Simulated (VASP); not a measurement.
# Si3C (P4/mmm) in VASP: a series of runs, part 2 of 2

VASP 6.6.1. Earlier steps stand in the parts before.

## Step 5: Relaxation of cell and atoms, PBE

This run uses another cell than the first one, of 11.62 Å³/atom.

The input, INCAR:

```
ALGO = Normal
EDIFF = 1E-7
EDIFFG = -0.01
ENCUT = 600
GGA = PE
IBRION = 2
ISIF = 3
ISMEAR = 0
LASPH = True
LCHARG = False
LREAL = False
LWAVE = False
NELM = 60
NSW = 100
PREC = Accurate
SIGMA = 0.1
```

The input, KPOINTS:

```
k-points
0
Gamma
  16 16 8
```

The input, POSCAR:

```
Si3C
1.0
    2.7893936113      0.0000000000      0.0000000000
    0.0000000000      2.7893936113      0.0000000000
    0.0000000000      0.0000000000      5.9748257797
Si C
3 1
Direct
    0.0000000000      0.0000000000      0.6968288951
    0.5000000000      0.5000000000      0.0000000000
    0.0000000000      0.0000000000      0.3031711049
    0.5000000000      0.5000000000      0.5000000000
```

Potentials or basis: VASP PAW PBE potentials, release 64 (Si, C).

Command:

```bash
$ cat potpaw_PBE.64/Si/POTCAR potpaw_PBE.64/C/POTCAR > POTCAR
$ mpirun -np 1 vasp_std > vasp.out
```

OUTCAR:

```text
EDIFF = 1E-7
   EDIFFG = -0.01
   ENCUT = 600
   GGA = PE
   IBRION = 2
   ISIF = 3
   ISMEAR = 0
   LASPH = True
   LREAL = False
   NELM = 60
   NSW = 100
   PREC = Accurate

 ion  position               nearest neighbor table
   1  0.000  0.000  0.697-   4 2.30   4 2.30   4 2.30   4 2.30   3 2.35   2 2.68   2 2.68   2 2.68
                             2 2.68
   2  0.500  0.500  0.000-   1 2.68   3 2.68   1 2.68   3 2.68   1 2.68   3 2.68   1 2.68   3 2.68

   3  0.000  0.000  0.303-   4 2.30   4 2.30   4 2.30   4 2.30   1 2.35   2 2.68   2 2.68   2 2.68
                             2 2.68
   4  0.500  0.500  0.500-   1 2.30   3 2.30   1 2.30   3 2.30   1 2.30   3 2.30   1 2.30   3 2.30

  LATTYP: Found a simple tetragonal cell.
 ALAT       =     2.7893936113
 C/A-ratio  =     2.1419801621

  Lattice vectors:

 A1 = (   2.7893936113,   0.0000000000,   0.0000000000)
 A2 = (   0.0000000000,   2.7893936113,   0.0000000000)
 A3 = (   0.0000000000,   0.0000000000,   5.9748257797)

Analysis of symmetry for initial positions (statically):
=====================================================================
 Subroutine PRICEL returns:
 Original cell was already a primitive cell.

 Routine SETGRP: Setting up the symmetry group for a
 simple tetragonal supercell.

 Subroutine GETGRP returns: Found 16 space group operations
 (whereof 16 operations were pure point group operations)
 out of a pool of 16 trial point group operations.

The static configuration has the point symmetry D_4h.

Analysis of symmetry for dynamics (positions and initial velocities):
=====================================================================
 Subroutine PRICEL returns:
 Original cell was already a primitive cell.

 Routine SETGRP: Setting up the symmetry group for a
 simple tetragonal supercell.

 Subroutine GETGRP returns: Found 16 space group operations
 (whereof 16 operations were pure point group operations)
 out of a pool of 16 trial point group operations.

The dynamic configuration has the point symmetry D_4h.

[... 140 lines left out ...]
   NGX = 11   NGY = 11   NGZ = 23

--------------------------------------- Ionic step        1  -------------------------------------------

 number of electron      16.0000000 magnetization

 Free energy of the ion-electron system (eV)
  ---------------------------------------------------
  ext. energy  EPLUGINS =         0.00000000
  ---------------------------------------------------
  free energy    TOTEN  =       -21.01677914 eV

  energy without entropy =      -21.00945275  energy(sigma->0) =      -21.01311594

------------------------ aborting loop because EDIFF is reached ----------------------------------------

  FORCE on cell =-STRESS in cart. coord.  units (eV):
  Direction    XX          YY          ZZ          XY          YZ          ZX
  --------------------------------------------------------------------------------------
  -------------------------------------------------------------------------------------
  Total       -0.7478335     -0.7478335      0.9418971      0.0000000     -0.0000000      0.0000000
  in kB      -25.7733357    -25.7733357     32.4615451      0.0000000     -0.0000000      0.0000000
  external PRESSURE =      -6.3617087 kB  Pullay stress =       0.0000000 kB
[... 177 lines left out ...]
--------------------------------------- Ionic step        6  -------------------------------------------

 number of electron      16.0000000 magnetization

 Free energy of the ion-electron system (eV)
  ---------------------------------------------------
  ext. energy  EPLUGINS =         0.00000000
  ---------------------------------------------------
  free energy    TOTEN  =       -21.04566148 eV

  energy without entropy =      -21.03838847  energy(sigma->0) =      -21.04202497

 E-fermi :  10.8745     XC(G=0): -11.7423

 val. band max:       10.8740116541   @ k =   0.1250   0.1250   0.0000
 cond. band min:      10.8855154880   @ k =   0.3750   0.0625   0.5000
 fundamental gap:      0.0115038339
 Fermi energy:        10.8744929252

 k-point     1 :       0.0000    0.0000    0.0000
  band No.  band energies     occupation
      1      -5.7010      2.00000
      2      -1.3768      2.00000
      3      -0.7690      2.00000
      4       8.3509      2.00000
      5       9.5082      2.00000
      6       9.5082      2.00000
      7      10.1735      2.00000
      8      12.5454      0.00000
      9      14.9139      0.00000
     10      15.2497      0.00000
     11      15.2497      0.00000
     12      16.7008      0.00000
[... 331 lines left out ...]
 k-point    24 :       0.5000    0.1250    0.0000
  band No.  band energies     occupation
      1      -1.4724      2.00000
      2      -0.4271      2.00000
      3       3.1613      2.00000
      4       3.8434      2.00000
      5       3.8683      2.00000
      6       4.5310      2.00000
      7      10.0125      2.00000
      8      11.7046      0.00000
      9      13.1007      0.00000
     10      14.5920      0.00000
     11      14.7667      0.00000
     12      14.9034      0.00000

 [... further k-points ...]
[... 5 lines left out ...]
  --------------------------------------------------------------------------------------
  -------------------------------------------------------------------------------------
  Total        0.0319502      0.0319502      0.0344143      0.0000000      0.0000000      0.0000000
  in kB        1.1026622      1.1026622      1.1877025      0.0000000      0.0000000      0.0000000
  external PRESSURE =       1.1310090 kB  Pullay stress =       0.0000000 kB
[... 19 lines left out ...]
  FREE ENERGIE OF THE ION-ELECTRON SYSTEM (eV)
  ---------------------------------------------------
  free  energy   TOTEN  =       -21.0456614804 eV

  energy  without entropy=      -21.0383884659  energy(sigma->0) =      -21.04202497

 reached required accuracy - stopping structural energy minimisation
```

OSZICAR:

```text
N       E                     dE             d eps       ncg     rms          rms(c)
DAV:   1     0.356347862754E+02    0.35635E+02   -0.76422E+03  5400   0.132E+03
DAV:   2    -0.187166497733E+02   -0.54351E+02   -0.50221E+02  7156   0.171E+02
DAV:   3    -0.218029532284E+02   -0.30863E+01   -0.29743E+01  7096   0.369E+01
[... 55 lines left out ...]
DAV:   3    -0.210456735787E+02    0.25072E-04   -0.13042E-04  6504   0.953E-02    0.256E-02
DAV:   4    -0.210456625072E+02    0.11071E-04   -0.30598E-05  6252   0.383E-02    0.648E-03
DAV:   5    -0.210456618791E+02    0.62810E-06   -0.22081E-06  6528   0.111E-02    0.452E-03
DAV:   6    -0.210456615327E+02    0.34636E-06   -0.33800E-07  5676   0.433E-03    0.807E-04
DAV:   7    -0.210456614804E+02    0.52332E-07   -0.21722E-08  2980   0.121E-03
   6 F= -.21045661E+02 E0= -.21042025E+02  d E =-.711394E-02
```

It took 4.1 min on 1 thread of Intel Xeon Platinum 8488C (Sapphire Rapids), shared host; peak memory 0.28 GiB.

What came out:

| Item | Value |
| --- | --- |
| Free energy | -21.0457 eV |
| Relaxed volume | 11.61 Å³/atom |
| Relaxed cell | a = 2.745 Å, b = 2.745 Å, c = 6.160 Å, α = 90.00°, β = 90.00°, γ = 90.00° |
| Space group after relaxing (to 0.1 Å) | P4/mmm (No. 123) |
| Energy gained by relaxing | 7.2 meV/atom |
| Ionic steps | 6 |
| Pressure after relaxing | 0.1 GPa |
| Largest force after relaxing | 0.003 eV/Å |

Forces on the atoms (eV/Å):
```
Si   0.000  0.000 -0.003
Si   0.000  0.000  0.000
Si   0.000  0.000  0.003
C    0.000  0.000  0.000
```

The path:
| step | energy change (eV) | largest force (eV/Å) | pressure (GPa) | volume (Å³) |
| --- | --- | --- | --- | --- |
| 1 | 0.0000 | 0.0879 | -0.64 | 46.49 |
| 2 | -0.0174 | 0.1617 | 0.19 | 46.17 |
| 3 | -0.0211 | 0.2976 | 1.20 | 45.80 |
| 4 | -0.0218 | 0.2535 | 0.90 | 45.92 |
| 5 | -0.0284 | 0.0640 | 0.28 | 46.30 |
| 6 | -0.0289 | 0.0033 | 0.11 | 46.42 |

Final structure:
```
CELL_PARAMETERS angstrom
2.74530 0.00000 0.00000
0.00000 2.74530 0.00000
0.00000 0.00000 6.15976
ATOMIC_POSITIONS crystal
Si 0.00000 0.00000 0.69216
Si 0.50000 0.50000 0.00000
Si 0.00000 0.00000 0.30784
C 0.50000 0.50000 0.50000
```

Caveat: the highest band is partly filled, so the run has too few bands.

## Step 6: The runs side by side

```tsv
task	spin	cell	k mesh	cutoff (eV)	gap on the mesh (eV)	pressure (GPa)	relaxed volume (Å³/atom)	largest force (eV/Å)
relaxation of cell and atoms	off	relaxed from a = 2.751, b = 2.751, c = 6.074 Å, 4 atoms, atomic positions A	6 × 6 × 4	600	-	0.0	11.62	0.01
single point	collinear	a = 2.789, b = 2.789, c = 5.975 Å, 4 atoms, atomic positions B	6 × 6 × 4	520	none	0.0	-	-
single point	off	a = 2.746, b = 2.746, c = 6.163 Å, 4 atoms, atomic positions C	16 × 16 × 8	520	none	0.0	-	0.01
relaxation of cell and atoms	off	relaxed from a = 2.789, b = 2.789, c = 5.975 Å, 4 atoms, atomic positions B	16 × 16 × 8	600	-	0.1	11.61	-
```

Alike in all rows: level PBE; potentials or basis VASP PAW PBE potentials, release 64 (Si, C); smearing gaussian 0.1 eV.

Caveats: some runs use coarse meshes; the highest band is partly filled, so the run has too few bands (at least some runs).

Total energies depend on the potentials used, so only differences within one code and one set of settings carry meaning.

The gap in the log of VASP goes by the Fermi energy; the results here count the filled bands.